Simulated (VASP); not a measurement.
A run of VASP 6.6.1:

POSCAR

```
V
1.0
    2.1724553168     -4.4658429675      0.0000000000
    2.1724553168      4.4658429675      0.0000000000
    0.0000000000      0.0000000000      2.8138725379
V
4
Direct
    0.1348218156      0.8651781844      0.0000658154
    0.6348218156      0.3651781844      0.4999341846
    0.8651781844      0.1348218156      0.9999341846
    0.3651781844      0.6348218156      0.5000658154
```

The input INCAR.step1:

```
PREC = Accurate
ENCUT = 550
ISMEAR = 0
SIGMA = 0.1
LREAL = False
LASPH = True
NELM = 200
ISPIN = 2
MAGMOM = 0.15 0.15 0.15 0.15
LMAXMIX = 4
NBANDS = 38
GGA = PE
ALGO = Normal
EDIFF = 1E-5
LWAVE = True
LCHARG = False
GGA_COMPAT = False
```

File INCAR.step2:

```
PREC = Accurate
ENCUT = 550
EDIFF = 1E-6
ISMEAR = 0
SIGMA = 0.1
LREAL = False
LASPH = True
NELM = 200
ALGO = Normal
ISIF = 2
LWAVE = False
LCHARG = False
ISPIN = 2
MAGMOM = 0.15 0.15 0.15 0.15
LORBIT = 11
LMAXMIX = 4
METAGGA = R2SCAN
LMIXTAU = True
NBANDS = 38
ISTART = 1
GGA_COMPAT = False
```

The input KPOINTS:

```
Automatic mesh
0
Gamma
  6 6 4
```

Potentials or basis: VASP PAW PBE potentials, release 64 (V_sv).

Run with:

```bash
$ cat potpaw_PBE.64/V_sv/POTCAR > POTCAR
$ cp INCAR.step1 INCAR
$ mpirun -np 1 vasp_std > vasp.out
$ cp INCAR.step2 INCAR
$ mpirun -np 1 vasp_std > vasp.out
```

Hardware: 1 thread of Oxide Virtual Turin-like Processor, on a shared host.

Question: How long does it take, and how much memory?

Answer: It took 24 min on 1 thread of Oxide Virtual Turin-like Processor, with other jobs on the host, peak memory 0.27 GiB. Counts: k points 39.
